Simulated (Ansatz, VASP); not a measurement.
**Two plane-wave programs on Gd**

The input POSCAR:

```
Gd
1.0
   -2.0647159654      2.0647159654      2.0647159654
    2.0647159654     -2.0647159654      2.0647159654
    2.0647159654      2.0647159654     -2.0647159654
Gd
1
Direct
    0.0000000000      0.0000000000      0.0000000000
```

Contents of INCAR.step1:

```
SYSTEM = Gd
PREC = Accurate
ENCUT = 520
ISMEAR = -1
SIGMA = 0.05
LREAL = .FALSE.
LASPH = .TRUE.
NELM = 150
ISPIN = 2
MAGMOM = 7
LMAXMIX = 6
NBANDS = 19
GGA = PE
ALGO = Normal
EDIFF = 1E-4
LWAVE = .TRUE.
LCHARG = .FALSE.
```

INCAR.step2

```
SYSTEM = Gd
PREC = Accurate
ENCUT = 520
EDIFF = 1E-7
ISMEAR = -1
SIGMA = 0.05
LREAL = .FALSE.
LASPH = .TRUE.
NELM = 150
ALGO = Normal
ISIF = 2
LWAVE = .FALSE.
LCHARG = .FALSE.
ISPIN = 2
MAGMOM = 7
LORBIT = 11
LMAXMIX = 6
METAGGA = R2SCAN
LMIXTAU = .TRUE.
NBANDS = 19
ISTART = 1
```

File KPOINTS:

```
regular mesh
0
G
  9 9 9
  0 0 0
```

The input input.yaml:

```yaml
crystal:
  lattice:
    - [-2.0647159654, 2.0647159654, 2.0647159654]
    - [2.0647159654, -2.0647159654, 2.0647159654]
    - [2.0647159654, 2.0647159654, -2.0647159654]
  atoms:
    - { symbol: Gd, position: [0.0, 0.0, 0.0], spin: 7.0 }
hamiltonian:
  xc: r2scan
  pseudopotentials: { kind: paw }
magnetization:
  spin_polarized: true
kpoints:
  mp_grid: { grid: [9, 9, 9] }
scf:
  occupations: { method: fermi_dirac, width: 0.05 }
output:
  forces: true
  stress: true
  eigenvalues: true
```

Alike in both runs: task single point; functional r2SCAN; k mesh 9 × 9 × 9; occupations fermi-dirac, width 0.05 eV; collinear spin.

|  | VASP | Ansatz |
| --- | --- | --- |
| version | VASP 6.6.1 | Ansatz 0.2.0 |
| potentials or method | VASP PAW PBE potentials, release 64 (Gd) | Ansatz PAW |
| plane-wave cutoff (eV) | 520 | 500 |
| valence electrons in the cell | 18 | 18 |

```tsv
	VASP	Ansatz	Ansatz less VASP
gap on the k mesh at the Fermi level (eV)	none	none	-
pressure (GPa)	-1.2	-1.2	+0.05
net moment per atom (μB)	8.09	8.11	+0.020
size of the moment on the site where the two differ most (μB)	7.12	7.63	+0.508
```

VASP's potentials were made for PBE, not for r2SCAN. Site moments also hang on the region over which each program counts them. A gap of «none» marks a metal or a gap that the smearing closes.

Neither program's run includes spin-orbit coupling. Noted on Ansatz's run: the magnetic or orbital state may not be the lowest.
